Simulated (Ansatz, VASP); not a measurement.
## Two plane-wave programs on Be4C

```
Be C
1.0
    -2.21461    2.21461    1.90122
     2.21461   -2.21461    1.90122
     2.21461    2.21461   -1.90122
Be C
4 1
Direct
  0.63935 0.13934 0.16218
  0.97717 0.47718 0.83782
  0.13934 0.97717 0.49999
  0.47718 0.63935 0.50001
  0.05825 0.05825 0.00000
```

Alike in both runs: functional PBE; k mesh 6 × 6 × 6; occupations gaussian, width 0.1 eV; no spin polarisation.

Ansatz relaxed the structure, and its values are those at the end. VASP's run is a single point on that final structure, the one shown.

```csv
,VASP,Ansatz
version,VASP 6.6.1,Ansatz 0.2.0
potentials or method,"VASP PAW PBE potentials, release 64 (Be, C), cutoff 520 eV","scalar-relativistic, plane waves, PAW"
valence electrons in the cell,12,12
```

Ansatz gave:

```
gap on the k mesh at the Fermi level (eV) : none
pressure (GPa)                            : 0.0
```

Problem. What did VASP give for the same quantities?

Solution. gap on the k mesh at the Fermi level (eV): none; pressure (GPa): 0.2.

A gap of «none» marks a metal or a gap that the smearing closes. With one functional, cell and mesh, what is left measures potentials, basis and numerics.

The k mesh is coarse, so the values compare programs but aren't converged.
